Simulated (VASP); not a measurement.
Wanted: the native input for a VASP 6.6.1 run.

| Property | Result |
| --- | --- |
| Task | single point |
| Functional | PBE |
| Potentials or basis | VASP PAW PBE potentials, release 64 (Si, N) |
| Cutoff | 520 eV |
| k mesh | 7 × 7 × 7 |
| Occupations | fermi-dirac, width 0.05 eV |
| Spin | no spin polarisation |
| Dipole correction | no |
| Further INCAR settings | ALGO = Normal; EDIFF = 1e-07; NBANDS = 25 |

The structure of Si3N4 lies in POSCAR:

```
Si3N4
1.0
    4.1307800000      0.0000000000      0.0000000000
    0.0000000000      4.1307800000      0.0000000000
    0.0000000000      0.0000000000      4.1307800000
Si N
3 4
Direct
    0.0000000000      0.0000000000      0.5000000000
    0.5000000000      0.0000000000      0.0000000000
    0.0000000000      0.5000000000      0.0000000000
    0.2395200000      0.2395200000      0.7604800000
    0.7604800000      0.7604800000      0.7604800000
    0.2395200000      0.7604800000      0.2395200000
    0.7604800000      0.2395200000      0.2395200000
```

One way to write it, as run:

INCAR

```
SYSTEM = Si3N4
  PREC = Accurate
  ENCUT = 520
  EDIFF = 1E-7
  ISMEAR = -1
  SIGMA = 0.05
  LREAL = .FALSE.
  LASPH = .TRUE.
  NELM = 100
  ALGO = Normal
  ISIF = 2
  LWAVE = .FALSE.
  LCHARG = .FALSE.
  GGA = PE
  NBANDS = 25
```

KPOINTS

```
regular mesh
0
G
  7 7 7
  0 0 0
```

Potentials or basis: VASP PAW PBE potentials, release 64 (Si, N).

The run is started by

```bash
$ cat potpaw_PBE.64/Si/POTCAR potpaw_PBE.64/N/POTCAR > POTCAR
$ mpirun -np 1 vasp_std > vasp.out
```

It gave:

The pressure is -0.2 GPa. The largest force is 0.017 eV/Å and the band gap on the k mesh is 2.74 eV, indirect (least direct gap 2.92 eV).

It took 60 s on 1 thread of AMD EPYC 7R13 (shared host), peak memory 0.14 GiB.
